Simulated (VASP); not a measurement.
# BN (Cm) in VASP: notebook

The runs below take BN through single point, with PBE.

All numbers are computed with VASP 6.6.1; they aren't measurements. Logs are shortened: lines on timing, memory, paths and dates and some standing lists are left out, and cuts for length are marked.

**1. The cell of the first run**

The structure is monoclinic, space group Cm (No. 8). The conventional cell has a = 4.425 Å, b = 2.555 Å, c = 4.225 Å, α = 90.00°, β = 90.00°, γ = 90.00°. Within 2.0 Å of B (site symmetry m) lie 4 N at 1.53 to 1.63 Å. B (site symmetry m) has 4 N at 1.49 to 1.61 Å within 2.0 Å. N (site symmetry m) has 4 B at 1.49 to 1.61 Å within 2.0 Å. N (site symmetry m) has 4 B at 1.53 to 1.63 Å within 2.0 Å.

**2. Single point, PBE**

Contents of INCAR:

```
SYSTEM = BN
PREC = Accurate
ENCUT = 520
EDIFF = 1E-7
ISMEAR = 0
SIGMA = 0.05
LREAL = .FALSE.
LASPH = .TRUE.
NELM = 80
ALGO = Normal
ISIF = 2
LWAVE = .FALSE.
LCHARG = .FALSE.
GGA = PE
NBANDS = 16
```

Contents of KPOINTS:

```
Automatic mesh
0
G
  12 12 6
  0 0 0
```

Contents of POSCAR:

```
BN
1.0
    2.5545800962      0.0000000000      0.0000000000
   -1.2772900481      2.2123312593      0.0000000000
    0.0000000000      0.0000000000      4.2245145363
B N
2 2
Direct
    0.6666666667      0.3333333333      0.9998058548
    0.3333333333      0.6666666667      0.4998058548
    0.6507138850      0.3014277700      0.6191932691
    0.3173805517      0.6347611033      0.1191932691
```

Potentials or basis: VASP PAW PBE potentials, release 64 (B, N).

The run is started by

```console
cat potpaw_PBE.64/B/POTCAR potpaw_PBE.64/N/POTCAR > POTCAR
mpirun -np 1 vasp_std > vasp.out
```

OUTCAR:

```text
SYSTEM = BN
   PREC = Accurate
   ENCUT = 520
   EDIFF = 1E-7
   ISMEAR = 0
   LREAL = .FALSE.
   LASPH = .TRUE.
   NELM = 80
   ISIF = 2
   GGA = PE

 ion  position               nearest neighbor table
   1  0.667  0.333  1.000-   4 1.53   4 1.53   3 1.61   4 1.63
   2  0.333  0.667  0.500-   3 1.49   3 1.59   3 1.59   4 1.61
   3  0.651  0.301  0.619-   2 1.49   2 1.59   2 1.59   1 1.61
   4  0.317  0.635  0.119-   1 1.53   1 1.53   2 1.61   1 1.63

  LATTYP: Found a hexagonal cell.
 ALAT       =     2.5545800962
 C/A-ratio  =     1.6537021261

  Lattice vectors:

 A1 = (   2.5545800962,   0.0000000000,   0.0000000000)
 A2 = (  -1.2772900481,   2.2123312593,   0.0000000000)
 A3 = (   0.0000000000,   0.0000000000,   4.2245145363)

Analysis of symmetry for initial positions (statically):
=====================================================================
 Subroutine PRICEL returns:
 Original cell was already a primitive cell.

 Routine SETGRP: Setting up the symmetry group for a
 hexagonal supercell.

 Subroutine GETGRP returns: Found  2 space group operations
 (whereof  2 operations were pure point group operations)
 out of a pool of 24 trial point group operations.

The static configuration has the point symmetry C_1h.

Analysis of symmetry for dynamics (positions and initial velocities):
=====================================================================
 Subroutine PRICEL returns:
 Original cell was already a primitive cell.

 Routine SETGRP: Setting up the symmetry group for a
 hexagonal supercell.

 Subroutine GETGRP returns: Found  2 space group operations
 (whereof  2 operations were pure point group operations)
 out of a pool of 24 trial point group operations.

The dynamic configuration has the point symmetry C_1h.

 Subroutine INISYM returns: Found  2 space group operations
 (whereof  2 operations are pure point group operations),
 and found     1 'primitive' translations

----------------------------------------------------------------------------------------

                                     Primitive cell

  volume of cell :      23.8752

  direct lattice vectors                    reciprocal lattice vectors
     2.554580096  0.000000000  0.000000000     0.391453766  0.226005937  0.000000000
    -1.277290048  2.212331259  0.000000000     0.000000000  0.452011875  0.000000000
     0.000000000  0.000000000  4.224514536     0.000000000  0.000000000  0.236713590

  length of vectors
     2.554580096  2.554580096  4.224514536     0.452011875  0.452011875  0.236713590

  position of ions in fractional coordinates (direct lattice)
     0.666666667  0.333333333  0.999805855
     0.333333333  0.666666667  0.499805855
     0.650713885  0.301427770  0.619193269
     0.317380552  0.634761103  0.119193269

  ion indices of the primitive-cell ions
   primitive index   ion index
                 1           1
                 2           2
                 3           3
                 4           4

----------------------------------------------------------------------------------------

 KPOINTS: Automatic mesh

Automatic generation of k-mesh.
 Grid dimensions read from file:
 generate k-points for:   12   12    6

 Generating k-lattice:

  Cartesian coordinates                     Fractional coordinates (reciprocal lattice)
     0.032621147  0.018833828  0.000000000     0.083333333 -0.000000000  0.000000000
     0.000000000  0.037667656  0.000000000     0.000000000  0.083333333  0.000000000
     0.000000000  0.000000000  0.039452265     0.000000000  0.000000000  0.166666667

  Length of vectors
     0.037667656  0.037667656  0.039452265

  Shift w.r.t. Gamma in fractional coordinates (k-lattice)
     0.000000000  0.000000000  0.000000000

 Subroutine IBZKPT returns following result:
 ===========================================

 Found    242 irreducible k-points:

 Following reciprocal coordinates:
            Coordinates               Weight
  0.000000  0.000000  0.000000      1.000000
  0.083333  0.000000  0.000000      4.000000
  0.000000  0.083333  0.000000      2.000000
  0.166667 -0.000000  0.000000      4.000000
  0.000000  0.166667  0.000000      2.000000
  0.250000  0.000000  0.000000      4.000000
[... 16 lines left out ...]
 -0.083333  0.416667  0.000000      4.000000
 -0.416667  0.333333  0.000000      4.000000
 [... further k-points ...]
   k-points           NKPTS =    242   k-points in BZ     NKDIM =    242   number of bands    NBANDS=     16
   number of dos      NEDOS =    301   number of ions     NIONS =      4
   total plane-waves  NPLWV =  12800
   dimension x,y,z NGX =    20 NGY =   20 NGZ =   32
   dimension x,y,z NGXF=    40 NGYF=   40 NGZF=   64
   ions per type =               2   2
   NGX,Y,Z   is equivalent  to a cutoff of  13.02, 13.02, 12.59 a.u.
   NGXF,Y,Z  is equivalent  to a cutoff of  26.03, 26.03, 25.19 a.u.
 SYSTEM =  BN
   PREC   = accura    normal or accurate (medium, high low for compatibility)
   ISTART =      0    job   : 0-new  1-cont  2-samecut
   ICHARG =      2    charge: 1-file 2-atom 10-const
   ISPIN  =      1    spin polarized calculation?
   LNONCOLLINEAR =      F non collinear calculations
   LSORBIT =      F    spin-orbit coupling
   LASPH  =      T    aspherical Exc in radial PAW
   ENCUT  =  520.0 eV  38.22 Ry    6.18 a.u.   4.75  4.75  7.85*2*pi/ulx,y,z
   NELM   =     80;   NELMIN=  2; NELMDL= -5     # of ELM steps
   EDIFF  = 0.1E-06   stopping-criterion for ELM
   LREAL  =      F    real-space projection
   EDIFFG = 0.1E-05   stopping-criterion for IOM
   NSW    =      0    number of steps for IOM
   IBRION =     -1    ionic relax: 0-MD 1-quasi-New 2-CG
   NFREE  =      0    steps in history (QN), initial steepest desc. (CG)
   ISIF   =      2    stress and relaxation
   ISYM   =      2    0-nonsym 1-usesym 2-fastsym
   POTIM  = 0.5000    time-step for ionic-motion
   TEBEG  =    0.0;   TEEND  =   0.0 temperature during run
   PSTRESS=    0.0 pullay stress
   NELECT =      16.0000    total number of electrons
   NUPDOWN=      -1.0000    fix difference up-down
   EMIN   =  10.00;   EMAX   =-10.00  energy-range for DOS
   EFERMI =   0.00;   METHOD = LEGACY
   ISMEAR =     0;   SIGMA  =   0.05  broadening in eV -4-tet -1-fermi 0-gaus
   EFERMI_NEDOS =   21; number of points for ismear=-14 and -15
   IALGO  =     38    algorithm
   IMIX   =      4    mixing-type and parameters
     AMIX     =   0.40;   BMIX     =  1.00
     AMIX_MAG =   1.60;   BMIX_MAG =  1.00
  volume/ion in A,a.u.               =       5.97        40.28
  Fermi-wavevector in a.u.,A,eV,Ry     =   1.432625  2.707270 27.924811  2.052416
  Thomas-Fermi vector in A             =   2.552232
   LORBIT       =      0    0 simple, 1 ext, 2 COOP (PROOUT), +10 PAW based schemes
   GGA     = PE    functional components
   LHFCALC =     F    Hartree Fock is set to
   AEXX    =    0.0000 exact exchange contribution
   IVDW    =     0    specifies the selected vdW correction
   LEPSILON=     F    determine dielectric tensor
   LRPA    =     F    only Hartree local field effects (RPA)
 non-spin polarized calculation
 Gauss-broadening in eV      SIGMA  =   0.05
  energy-cutoff  :      520.00
  volume of cell :       23.88
 maximum number of plane-waves:       660
   NGX =  9   NGY =  9   NGZ = 15

 number of electron      16.0000002 magnetization

 Free energy of the ion-electron system (eV)
  ---------------------------------------------------
  ext. energy  EPLUGINS =         0.00000000
  ---------------------------------------------------
  free energy    TOTEN  =       -34.69072647 eV

  energy without entropy =      -34.69072647  energy(sigma->0) =      -34.69072647

 E-fermi :   7.9875     XC(G=0): -12.7593

 val. band max:        7.7319111651   @ k =   0.0000   0.0000   0.0000
 cond. band min:      12.8680682399   @ k =   0.3333   0.3333   0.0000
 fundamental gap:      5.1361570748
 Fermi energy:         7.9874702121

 k-point     1 :       0.0000    0.0000    0.0000
  band No.  band energies     occupation
      1     -12.8660      2.00000
      2      -8.7615      2.00000
      3      -3.3258      2.00000
      4       5.1184      2.00000
      5       5.1366      2.00000
      6       7.1084      2.00000
[... 8 lines left out ...]
     15      19.5795      0.00000
     16      23.3893      0.00000

 k-point     2 :       0.0833    0.0000    0.0000
  band No.  band energies     occupation
      1     -12.7166      2.00000
      2      -8.6482      2.00000
      3      -3.1754      2.00000
      4       4.4720      2.00000
      5       4.8550      2.00000
      6       6.7933      2.00000
[... 8 lines left out ...]
     15      19.9803      0.00000
     16      23.1648      0.00000

 k-point     3 :       0.0000    0.0833    0.0000
  band No.  band energies     occupation
      1     -12.7165      2.00000
      2      -8.6480      2.00000
      3      -3.1754      2.00000
      4       4.4797      2.00000
      5       4.8574      2.00000
      6       6.6917      2.00000
[... 8 lines left out ...]
     15      19.7925      0.00000
     16      23.1625      0.00000

 k-point     4 :       0.1667   -0.0000    0.0000
  band No.  band energies     occupation
      1     -12.2732      2.00000
      2      -8.3238      2.00000
      3      -2.7304      2.00000
      4       2.8759      2.00000
      5       4.1678      2.00000
      6       5.4819      2.00000
[... 8 lines left out ...]
     15      21.0771      0.00000
     16      22.5408      0.00000
[... 324 lines left out ...]
 k-point    22 :       0.3333    0.0833    0.0000
  band No.  band energies     occupation
      1      -9.9663      2.00000
      2      -7.2288      2.00000
      3      -1.3335      2.00000
      4      -0.4560      2.00000
      5       0.9314      2.00000
      6       2.4390      2.00000
[... 8 lines left out ...]
     15      23.0889      0.00000
     16      24.1606      0.00000

 k-point    23 :      -0.0833    0.4167    0.0000
  band No.  band energies     occupation
      1      -9.9645      2.00000
      2      -7.2290      2.00000
      3      -1.3264      2.00000
      4      -0.4505      2.00000
      5       0.9881      2.00000
      6       2.3264      2.00000
[... 8 lines left out ...]
     15      23.2553      0.00000
     16      24.0542      0.00000

 k-point    24 :      -0.4167    0.3333    0.0000
  band No.  band energies     occupation
      1      -9.9668      2.00000
      2      -7.2294      2.00000
      3      -1.3351      2.00000
      4      -0.4545      2.00000
      5       0.9351      2.00000
      6       2.4424      2.00000
[... 8 lines left out ...]
     15      23.1880      0.00000
     16      24.1583      0.00000

 [... further k-points ...]
[... 5 lines left out ...]
  --------------------------------------------------------------------------------------
  -------------------------------------------------------------------------------------
  Total        0.2547169      0.5388013      0.1768562      0.0000000      0.3602084      0.0000000
  in kB       17.0931400     36.1570304     11.8681888      0.0000000     24.1722951      0.0000000
  external PRESSURE =      21.7061197 kB  Pullay stress =       0.0000000 kB

 VOLUME and BASIS-vectors are now :
 -----------------------------------------------------------------------------
  energy-cutoff  :      520.00
  volume of cell :       23.88
      direct lattice vectors                 reciprocal lattice vectors
     2.554580096  0.000000000  0.000000000     0.391453766  0.226005937  0.000000000
    -1.277290048  2.212331259  0.000000000     0.000000000  0.452011875  0.000000000
     0.000000000  0.000000000  4.224514536     0.000000000  0.000000000  0.236713590

 POSITION                                       TOTAL-FORCE (eV/Angst)
 -----------------------------------------------------------------------------------
      1.27729      0.73744      4.22369         0.000000     -1.629349     -0.661653
     -0.00000      1.47489      2.11144         0.000000     -1.989669     -0.682152
      1.27729      0.66686      2.61579         0.000000      2.002077      0.682278
      0.00000      1.40430      0.50353        -0.000000      1.616941      0.661527
 -----------------------------------------------------------------------------------
    total drift:                               -0.000000      0.000034     -0.000272

  FREE ENERGIE OF THE ION-ELECTRON SYSTEM (eV)
  ---------------------------------------------------
  free  energy   TOTEN  =       -34.6907264695 eV

  energy  without entropy=      -34.6907264695  energy(sigma->0) =      -34.69072647
```

It took 37 s on 1 thread of AMD EPYC 9R45 (Zen 5), shared host; peak memory 0.16 GiB.

What came out:

- Free energy: -34.6907 eV
- Pressure: 2.2 GPa
- Largest force: 2.115 eV/Å
- Band gap on the k mesh: 5.14 eV, indirect (least direct gap 7.88 eV)

Forces in eV/Å, atoms in the order of the input:
```
B    0.000 -1.629 -0.662
B    0.000 -1.990 -0.682
N    0.000  2.002  0.682
N    0.000  1.617  0.662
```

Caveat: the cell differs from its parent crystal (all N atoms moved +0.075 Å, as atom 3 towards its neighbour atom 2 (B) at 1.567 Å); forces of over 1 eV/Å act on the atoms, so gaps and moduli don't describe the material at rest. A k mesh can miss the band edges.

[end of part 1 of 2]
